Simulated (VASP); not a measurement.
# SnO2 in VASP: notebook, part 3 of 3

VASP 6.6.1. The steps go on from the part before.

## (5) Single point, PBE

This run uses another cell than the first one, of the same volume but with other edges.

INCAR reads:

```
PREC = Accurate ; ENCUT = 520
EDIFF = 1E-7 ; ISMEAR = 0
SIGMA = 0.05 ; LREAL = False
LASPH = True ; NELM = 80
ALGO = Normal ; ISIF = 2
LWAVE = False ; LCHARG = False
GGA = PE ; NBANDS = 35
```

KPOINTS reads:

```
regular mesh
0
Gamma
  6 6 8
```

POSCAR reads:

```
SnO2
1.0
    4.7774634334      0.0000000000      0.0000000000
    0.0000000000      4.7774769549      0.0000000000
    0.0000000000      0.0000000000      3.3064824423
Sn O
2 4
Direct
    0.5000000000      0.5000000000      0.5000000000
    0.0000000000      0.0000000000      0.0000000000
    0.2846025975      0.2846604899      0.0000000000
    0.7846025975      0.2153395101      0.5000000000
    0.2153974025      0.7846604899      0.5000000000
    0.7153974025      0.7153395101      0.0000000000
```

Potentials or basis: VASP PAW PBE potentials, release 64 (Sn_d, O).

Launch:

```sh
> cat potpaw_PBE.64/Sn_d/POTCAR potpaw_PBE.64/O/POTCAR > POTCAR
> mpirun -np 1 vasp_std > vasp.out
```

OUTCAR:

```text
PREC = Accurate
   ENCUT = 520
   EDIFF = 1E-7
   ISMEAR = 0
   LREAL = False
   LASPH = True
   NELM = 80
   ISIF = 2
   GGA = PE

 ion  position               nearest neighbor table
   1  0.500  0.500  0.500-   4 1.92   5 1.92   3 2.20   6 2.20   3 2.20   6 2.20
   2  0.000  0.000  0.000-   3 1.92   6 1.92   5 2.20   4 2.20   4 2.20   5 2.20
   3  0.285  0.285  0.000-   2 1.92   1 2.20   1 2.20
   4  0.785  0.215  0.500-   1 1.92   2 2.20   2 2.20
   5  0.215  0.785  0.500-   1 1.92   2 2.20   2 2.20
   6  0.715  0.715  0.000-   2 1.92   1 2.20   1 2.20

  LATTYP: Found a simple tetragonal cell.
 ALAT       =     4.7774634334
 C/A-ratio  =     0.6921000000

  Lattice vectors:

 A1 = (   4.7774634334,   0.0000000000,   0.0000000000)
 A2 = (   0.0000000000,   4.7774769549,   0.0000000000)
 A3 = (   0.0000000000,   0.0000000000,   3.3064824423)

Analysis of symmetry for initial positions (statically):
=====================================================================
 Subroutine PRICEL returns:
 Original cell was already a primitive cell.

[... 182 lines left out ...]
 cond. band min:       5.8771783170   @ k =   0.0000   0.0000   0.0000
 fundamental gap:      0.2962237475
 Fermi energy:         5.7290684469

 k-point     1 :       0.0000    0.0000    0.0000
  band No.  band energies     occupation
      1     -15.7832      2.00000
      2     -15.1505      2.00000
      3     -14.7849      2.00000
      4     -14.7674      2.00000
      5     -14.7120      2.00000
      6     -14.7120      2.00000
[... 901 lines left out ...]
     34      17.6213      0.00000
     35      17.8310      0.00000

 [... further k-points ...]

------------------------ aborting loop because EDIFF is reached ----------------------------------------

  FORCE on cell =-STRESS in cart. coord.  units (eV):
  Direction    XX          YY          ZZ          XY          YZ          ZX
  --------------------------------------------------------------------------------------
  -------------------------------------------------------------------------------------
  Total        3.2561473      3.2612934     -2.2244544      0.0000000      0.0000000      0.0000000
  in kB       69.1277521     69.2370038    -47.2249920      0.0000000      0.0000000      0.0000000
  external PRESSURE =      30.3799213 kB  Pullay stress =       0.0000000 kB

 VOLUME and BASIS-vectors are now :
 -----------------------------------------------------------------------------
  energy-cutoff  :      520.00
  volume of cell :       75.47
      direct lattice vectors                 reciprocal lattice vectors
     4.777463433  0.000000000  0.000000000     0.209316097  0.000000000  0.000000000
     0.000000000  4.777476955  0.000000000     0.000000000  0.209315505  0.000000000
     0.000000000  0.000000000  3.306482442     0.000000000  0.000000000  0.302436204

 POSITION                                       TOTAL-FORCE (eV/Angst)
 -----------------------------------------------------------------------------------
      2.38873      2.38874      1.65324         0.000000      0.000000      0.000000
      0.00000      0.00000      0.00000         0.000000      0.000000      0.000000
      1.35968      1.35996      0.00000         2.096701      2.096609     -0.000000
      3.74841      1.02878      1.65324         2.096701     -2.096609     -0.000000
      1.02905      3.74870      1.65324        -2.096701      2.096609      0.000000
      3.41778      3.41752      0.00000        -2.096701     -2.096609      0.000000
 -----------------------------------------------------------------------------------
    total drift:                                0.000000      0.000000      0.000000

  FREE ENERGIE OF THE ION-ELECTRON SYSTEM (eV)
  ---------------------------------------------------
  free  energy   TOTEN  =       -36.3825327746 eV

  energy  without entropy=      -36.3825327443  energy(sigma->0) =      -36.38253276
```

stdout:

```text
POSCAR found type information on POSCAR SnO
 POSCAR found :  2 types and       6 ions
 scaLAPACK will be used
 LDA part: xc-table for (Slater+PW92), standard interpolation
 POSCAR, INCAR and KPOINTS ok, starting setup
 FFT: planning ... GRIDC
 FFT: planning ... GRID_SOFT
 FFT: planning ... GRID
 WAVECAR not read
 entering main loop
```

It took 73 s on 1 thread of Intel Xeon 6975P-C (Granite Rapids), shared host; peak memory 0.29 GiB.

What came out:

| Property | Result |
| --- | --- |
| Free energy | -36.3825 eV |
| Pressure | 3.0 GPa |
| Largest force | 2.965 eV/Å |
| Band gap on the k mesh | 0.30 eV |

Forces in eV/Å, atoms in the order of the input:
```
Sn   0.000  0.000  0.000
Sn   0.000  0.000  0.000
O    2.097  2.097  0.000
O    2.097 -2.097  0.000
O   -2.097  2.097  0.000
O   -2.097 -2.097  0.000
```

Caveat: the cell stands under pressure; spin-orbit coupling is left out, which moves the levels of the heavy elements; forces of over 1 eV/Å act on the atoms, so gaps and moduli don't describe the material at rest.

## (6) Single point, PBE

INCAR reads:

```
SYSTEM = SnO2
  PREC = Accurate
  ENCUT = 520
  EDIFF = 1E-6
  ISMEAR = 0
  SIGMA = 0.05
  LREAL = .FALSE.
  LASPH = .TRUE.
  NELM = 80
  ALGO = Normal
  ISIF = 2
  LWAVE = .FALSE.
  LCHARG = .TRUE.
  GGA = PE
  LELF = .TRUE.
  LVHAR = .TRUE.
  NBANDS = 35
```

KPOINTS reads:

```
regular mesh
0
G
  6 6 8
  0 0 0
```

POSCAR reads:

```
SnO2
1.0
    4.7528685914      0.0000000000      0.0000000000
    0.0000000000      4.7528820433      0.0000000000
    0.0000000000      0.0000000000      3.3407913329
Sn O
2 4
Direct
    0.5000000000      0.5000000000      0.5000000000
    0.0000000000      0.0000000000      0.0000000000
    0.2772793161      0.2773372085      0.0000000000
    0.7772793161      0.2226627915      0.5000000000
    0.2227206839      0.7773372085      0.5000000000
    0.7227206839      0.7226627915      0.0000000000
```

Potentials or basis: VASP PAW PBE potentials, release 64 (Sn_d, O).

Launch:

```sh
> cat potpaw_PBE.64/Sn_d/POTCAR potpaw_PBE.64/O/POTCAR > POTCAR
> mpirun -np 1 vasp_std > vasp.out
```

Wall time 64 s (1 thread of Intel Xeon 6975P-C (Granite Rapids), shared host); peak memory 0.29 GiB.

The run converged. Its results:

| Quantity | Value |
| --- | --- |
| Free energy | -35.6116 eV |
| Pressure | 8.1 GPa |
| Largest force | 4.134 eV/Å |
| Band gap on the k mesh | 0.42 eV |

Forces on the atoms (eV/Å):
```
Sn   0.000  0.000  0.000
Sn   0.000  0.000  0.000
O    2.923  2.923  0.000
O    2.923 -2.923  0.000
O   -2.923  2.923  0.000
O   -2.923 -2.923  0.000
```

Stress tensor (GPa, compression positive):
```
14.42  0.00  0.00
 0.00 14.44  0.00
 0.00  0.00 -4.59
```

Levels at points of the mesh, in eV from the valence-band top:
```
           k point  band 22  band 23  band 24  band 25  band 26  band 27  band 28  band 29  band 30  band 31
(0.00, 0.00, 0.00)    -1.34    -1.21    -0.79    -0.79     0.00     0.42     5.62     5.62     6.59     8.21
(0.50, 0.00, 0.00)    -2.34    -1.23    -1.23    -0.53    -0.53     4.08     4.08     7.09     7.09    10.50
(0.00, 0.50, 0.00)    -2.34    -1.23    -1.23    -0.53    -0.53     4.08     4.08     7.09     7.09    10.50
(0.50, 0.50, 0.00)    -2.50    -1.45    -1.45    -0.80    -0.80     4.99     4.99     7.25     7.25    10.61
(0.00, 0.00, 0.50)    -3.33    -1.64    -1.64    -1.18    -1.18     5.28     5.28     8.51     8.51     9.44
(0.50, 0.00, 0.50)    -1.91    -1.02    -1.02    -0.64    -0.64     5.73     5.73     6.95     6.95     9.57
(0.00, 0.50, 0.50)    -1.91    -1.02    -1.02    -0.64    -0.64     5.73     5.73     6.95     6.95     9.57
(0.50, 0.50, 0.50)    -1.37    -0.71    -0.71    -0.62    -0.62     3.15     3.15     9.44     9.44     9.51
```

Caveat: the cell stands under pressure; spin-orbit coupling is left out, which moves the levels of the heavy elements; forces of over 1 eV/Å act on the atoms, so gaps and moduli don't describe the material at rest.

## (7) Overview

```csv
cell,gap on the mesh (eV),pressure (GPa),largest force (eV/Å)
"a = 4.706, b = 4.706, c = 3.408 Å, 6 atoms, atomic positions A",0.49,1.0,2.10
"a = 4.935, b = 4.935, c = 3.098 Å, 6 atoms, atomic positions B",0.04,1.1,2.50
"a = 4.777, b = 4.777, c = 3.306 Å, 6 atoms, atomic positions C",0.67,1.1,1.02
"a = 4.777, b = 4.777, c = 3.306 Å, 6 atoms, atomic positions B",0.30,3.0,2.97
"a = 4.753, b = 4.753, c = 3.341 Å, 6 atoms, atomic positions D",0.42,8.1,4.13
```

Alike in all rows: task single point; level PBE; potentials or basis VASP PAW PBE potentials, release 64 (Sn_d, O); no spin polarisation; k mesh 6 × 6 × 8; cutoff (eV) 520; smearing gaussian 0.05 eV.

Caveats: spin-orbit coupling is left out, which moves the levels of the heavy elements; forces of over 1 eV/Å act on the atoms, so gaps and moduli don't describe the material at rest; the cell stands under pressure (at least some runs).

Absolute energies hang on the potentials; compare differences alone.
